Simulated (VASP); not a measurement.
# Mo3W (Fm-3m) in VASP: notebook, part 3 of 3

VASP 6.6.1. Earlier steps stand in the parts before.

**5. Single point, PBE**

The input, INCAR:

```
  PREC = Accurate
  ENCUT = 520
  EDIFF = 1E-6
  ISMEAR = 0
  SIGMA = 0.1
  LREAL = F
  LASPH = T
  NELM = 60
  ALGO = Fast
  ISIF = 2
  LWAVE = F
  LCHARG = F
  GGA = PE
  NBANDS = 36
```

The input, KPOINTS:

```
Automatic mesh
0
Gamma
  6 6 6
```

The input, POSCAR:

```
Mo3W
1.0
    0.0000000000      3.1659870310      3.1659870310
    3.1659870310      0.0000000000      3.1659870310
    3.1659870310      3.1659870310      0.0000000000
Mo W
3 1
Direct
    0.7500000000      0.7500000000      0.7500000000
    0.2500000000      0.2500000000      0.2500000000
    0.0000000000      0.0000000000      0.0000000000
    0.5000000000      0.5000000000      0.5000000000
```

Potentials or basis: VASP PAW PBE potentials, release 64 (Mo_sv, W_sv).

Launch:

```sh
$ cat potpaw_PBE.64/Mo_sv/POTCAR potpaw_PBE.64/W_sv/POTCAR > POTCAR
$ mpirun -np 1 vasp_std > vasp.out
```

OUTCAR:

```text
PREC = Accurate
   ENCUT = 520
   EDIFF = 1E-6
   ISMEAR = 0
   LREAL = F
   LASPH = T
   NELM = 60
   ISIF = 2
   GGA = PE

 ion  position               nearest neighbor table
   1  0.750  0.750  0.750-   4 2.74   4 2.74   4 2.74   3 2.74   4 2.74   3 2.74   3 2.74   3 2.74
                             2 3.17   2 3.17   2 3.17   2 3.17   2 3.17   2 3.17
   2  0.250  0.250  0.250-   3 2.74   3 2.74   3 2.74   3 2.74   4 2.74   4 2.74   4 2.74   4 2.74
                             1 3.17   1 3.17   1 3.17   1 3.17   1 3.17   1 3.17
[... 821 lines left out ...]
  -------------------------------------------------------------------------------------
  Total        0.2008962      0.2008962      0.2008962     -0.0000000      0.0000000      0.0000000
  in kB        5.0713653      5.0713653      5.0713653     -0.0000000      0.0000000      0.0000000
  external PRESSURE =       5.0713653 kB  Pullay stress =       0.0000000 kB

 VOLUME and BASIS-vectors are now :
 -----------------------------------------------------------------------------
  energy-cutoff  :      520.00
  volume of cell :       63.47
      direct lattice vectors                 reciprocal lattice vectors
     0.000000000  3.165987031  3.165987031    -0.157928632  0.157928632  0.157928632
     3.165987031  0.000000000  3.165987031     0.157928632 -0.157928632  0.157928632
     3.165987031  3.165987031  0.000000000     0.157928632  0.157928632 -0.157928632

 POSITION                                       TOTAL-FORCE (eV/Angst)
 -----------------------------------------------------------------------------------
      4.74898      4.74898      4.74898         0.000000     -0.000000      0.000000
      1.58299      1.58299      1.58299        -0.000000      0.000000     -0.000000
      0.00000      0.00000      0.00000        -0.000000     -0.000000     -0.000000
      3.16599      3.16599      3.16599        -0.000000     -0.000000     -0.000000
 -----------------------------------------------------------------------------------
    total drift:                                0.000000      0.000000      0.000000

  FREE ENERGIE OF THE ION-ELECTRON SYSTEM (eV)
  ---------------------------------------------------
  free  energy   TOTEN  =       -45.7737061954 eV

  energy  without entropy=      -45.7565689600  energy(sigma->0) =      -45.76513758
```

OSZICAR:

```text
N       E                     dE             d eps       ncg     rms          rms(c)
DAV:   1     0.692517156127E+03    0.69252E+03   -0.33357E+04  1152   0.170E+03
DAV:   2    -0.164678109695E+02   -0.70898E+03   -0.69306E+03  1232   0.542E+02
DAV:   3    -0.478661405145E+02   -0.31398E+02   -0.30387E+02  1408   0.109E+02
DAV:   4    -0.484459079710E+02   -0.57977E+00   -0.57471E+00  1356   0.137E+01
DAV:   5    -0.484540357358E+02   -0.81278E-02   -0.81120E-02  1344   0.162E+00    0.320E+01
RMM:   6    -0.461367314481E+02    0.23173E+01   -0.43871E+00  1162   0.130E+01    0.108E+01
RMM:   7    -0.457838787011E+02    0.35285E+00   -0.24832E+00  1212   0.811E+00    0.213E+00
RMM:   8    -0.457792750083E+02    0.46037E-02   -0.27387E-01  1439   0.226E+00    0.151E+00
RMM:   9    -0.457771535848E+02    0.21214E-02   -0.60008E-02  1368   0.122E+00    0.735E-01
RMM:  10    -0.457736759093E+02    0.34777E-02   -0.16474E-02  1439   0.670E-01    0.267E-01
RMM:  11    -0.457736529778E+02    0.22932E-04   -0.45870E-03  1518   0.322E-01    0.402E-02
RMM:  12    -0.457737056522E+02   -0.52674E-04   -0.80372E-04  1567   0.125E-01    0.447E-02
RMM:  13    -0.457737051544E+02    0.49780E-06   -0.11298E-04  1516   0.582E-02    0.119E-02
RMM:  14    -0.457737043013E+02    0.85311E-06   -0.25562E-05  1542   0.261E-02    0.391E-03
RMM:  15    -0.457737066853E+02   -0.23840E-05   -0.55247E-06  1062   0.108E-02    0.129E-03
RMM:  16    -0.457737061954E+02    0.48983E-06   -0.10937E-06   885   0.501E-03
   1 F= -.45773706E+02 E0= -.45765138E+02  d E =-.171372E-01
```

Wall time 48 s (1 thread of Intel Xeon Platinum 8259CL at 2.50GHz (Skylake/Cascade Lake), shared host); peak memory 0.21 GiB.

Results:

```yaml
Free_energy: -45.7737 eV
Pressure: 0.5 GPa
Band_gap_on_the_k_mesh: zero (filled and empty bands touch)
```

Levels at points of the mesh, in eV from the Fermi level:
| k point | band 26 | band 27 | band 28 | band 29 | band 30 | band 31 |
| --- | --- | --- | --- | --- | --- | --- |
| (0.00, 0.00, 0.00) | -1.41 | -1.41 | -1.41 | 1.60 | 1.60 | 2.32 |
| (0.50, 0.00, 0.00) | -2.89 | -2.86 | -2.86 | 1.52 | 1.52 | 1.91 |
| (0.50, 0.50, 0.00) | -0.76 | -0.63 | -0.63 | 0.76 | 0.94 | 1.24 |

Caveat: spin-orbit coupling is left out, which moves the levels of the heavy elements.

**6. Relaxation of cell and atoms, PBE**

This run uses another cell than the first one, of 17.82 Å³/atom.

The input, INCAR:

```
ALGO = Normal ; EDIFF = 1E-7
EDIFFG = -0.04 ; ENCUT = 600
GGA = PE ; IBRION = 2
ISIF = 3 ; ISMEAR = 0
LASPH = T ; LCHARG = F
LREAL = F ; LWAVE = F
NELM = 100 ; NSW = 90
PREC = Accurate ; SIGMA = 0.1
```

The input, KPOINTS:

```
k-points
0
Gamma
  4 4 4
```

The input, POSCAR:

```
Mo3W
1.0
    0.0000000000      3.2911726200      3.2911726200
    3.2911726200      0.0000000000      3.2911726200
    3.2911726200      3.2911726200      0.0000000000
Mo W
3 1
Direct
    0.7500000000      0.7500000000      0.7500000000
    0.2500000000      0.2500000000      0.2500000000
    0.0000000000      0.0000000000      0.0000000000
    0.5000000000      0.5000000000      0.5000000000
```

Potentials or basis: VASP PAW PBE potentials, release 64 (Mo_sv, W_sv).

Launch:

```sh
$ cat potpaw_PBE.64/Mo_sv/POTCAR potpaw_PBE.64/W_sv/POTCAR > POTCAR
$ mpirun -np 1 vasp_std > vasp.out
```

It took 2.5 min on 1 thread of Intel Xeon Platinum 8259CL at 2.50GHz (Skylake/Cascade Lake), shared host; peak memory 0.25 GiB.

Results (log left out):

| Property | Result |
| --- | --- |
| Free energy | -45.9013 eV |
| Relaxed volume | 15.93 Å³/atom |
| Relaxed cell | a = 4.483 Å, b = 4.483 Å, c = 4.483 Å, α = 60.00°, β = 60.00°, γ = 60.00° |
| Space group after relaxing (to 0.1 Å) | Fm-3m (No. 225) |
| Pressure after relaxing | 0.0 GPa |

Final structure:
```
CELL_PARAMETERS angstrom
0.00000 3.17030 3.17030
3.17030 0.00000 3.17030
3.17030 3.17030 0.00000
ATOMIC_POSITIONS crystal
Mo 0.75000 0.75000 0.75000
Mo 0.25000 0.25000 0.25000
Mo 0.00000 0.00000 0.00000
W 0.50000 0.50000 0.50000
```

Levels at points of the mesh, in eV from the Fermi level:
| k point | band 25 | band 26 | band 27 | band 28 | band 29 | band 30 | band 31 | band 32 |
| --- | --- | --- | --- | --- | --- | --- | --- | --- |
| (0.00, 0.00, 0.00) | -2.63 | -1.30 | -1.30 | -1.30 | 1.69 | 1.69 | 2.39 | 2.39 |
| (0.50, 0.00, 0.00) | -2.78 | -2.78 | -2.74 | -2.74 | 1.60 | 1.60 | 2.00 | 2.00 |
| (0.50, 0.50, 0.00) | -0.66 | -0.66 | -0.52 | -0.52 | 0.84 | 1.04 | 1.33 | 1.33 |

Caveat: the k points lie up to 0.43 Å⁻¹ apart in the final cell; spin-orbit coupling is left out, which moves the levels of the heavy elements.

**7. Overview**

```csv
task,spin,cell,k mesh,cutoff (eV),gap on the mesh (eV),pressure (GPa)
single point,"non-collinear, zero start, SOC","a = 4.477 Å, angles 60.0°, 4 atoms",12 × 12 × 12,500,-,0.8
single point,off,"a = 4.481 Å, angles 60.0°, 4 atoms",4 × 4 × 4,520,-,0.5
single point,off,"a = 4.654 Å, angles 60.0°, 4 atoms",4 × 4 × 4,520,0.35,-24.2
single point,off,"a = 4.477 Å, angles 60.0°, 4 atoms",6 × 6 × 6,520,none,0.5
relaxation of cell and atoms,off,"relaxed from a = 4.654 Å, angles 60.0°, 4 atoms",4 × 4 × 4,600,-,0.0
```

Alike in all rows: level PBE; potentials or basis VASP PAW PBE potentials, release 64 (Mo_sv, W_sv); smearing gaussian 0.1 eV.

Caveats: some runs use coarse meshes; spin-orbit coupling is left out, which moves the levels of the heavy elements (at least some runs); the cell stands under tension (at least some runs).

Absolute energies hang on the potentials; compare differences alone.
